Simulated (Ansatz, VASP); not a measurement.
## AlN in VASP and in Ansatz

INCAR

```
  PREC = Accurate
  ENCUT = 520
  EDIFF = 1E-6
  ISMEAR = 0
  SIGMA = 0.02
  LREAL = F
  LASPH = T
  NELM = 60
  ALGO = Normal
  ISIF = 2
  LWAVE = F
  LCHARG = F
  GGA = PS
  NBANDS = 11
```

The input KPOINTS:

```
Automatic mesh
0
Gamma
  10 10 10
```

POSCAR

```
AlN
1.0
    0.0000000000      2.0806469844      2.0806469844
    2.1493117419     -0.1310396136      2.2116865979
    2.1493117419      2.2116865979     -0.1310396136
Al N
1 1
Direct
   -0.0068681521      0.0068681521      0.0068681521
    0.7568681521      0.7431318479      0.7431318479
```

Input for Ansatz:

```yaml
crystal:
  lattice:
    - [0.0, 2.0806469844, 2.0806469844]
    - [2.1493117419, -0.1310396136, 2.2116865979]
    - [2.1493117419, 2.2116865979, -0.1310396136]
  atoms:
    - { symbol: Al, position: [-0.0068681521, 0.0068681521, 0.0068681521] }
    - { symbol: "N", position: [0.7568681521, 0.7431318479, 0.7431318479] }
basis:
  ecutwfc: 420
kpoints:
  mp_grid: { grid: [10, 10, 10] }
hamiltonian:
  xc: pbesol
scf:
  occupations: { method: gaussian, width: 0.02 }
output:
  forces: true
  stress: true
  eigenvalues: true
  write_density: true
  write_potential: true
  elf: true
  volumetric_format: npy
```

Alike in both runs: task single point; functional PBEsol; k mesh 10 × 10 × 10; occupations gaussian, width 0.02 eV; no spin polarisation.

|  | VASP | Ansatz |
| --- | --- | --- |
| version | VASP 6.6.1 | Ansatz 0.2.0 |
| potentials or method | VASP PAW PBE potentials, release 64 (Al, N), cutoff 520 eV | scalar-relativistic, plane waves, PAW |
| valence electrons in the cell | 8 | 8 |

Ansatz gave:

- gap on the k mesh at the Fermi level (eV): 2.31
- least direct gap on the mesh (eV): 3.30
- pressure (GPa): 0.7
- traceless stress, the component that is largest in VASP (GPa): 21.74
- rms of the force components (eV/Å): 0.131

Question: What did VASP give for the same quantities?

Answer: gap on the k mesh at the Fermi level (eV): 2.30; least direct gap on the mesh (eV): 3.31; pressure (GPa): 0.7; traceless stress, the component that is largest in VASP (GPa): 21.98; rms of the force components (eV/Å): 0.139.

VASP's potentials were made for PBE, not for PBEsol. Atom by atom the forces differ by 0.008 eV/Å (rms over components).
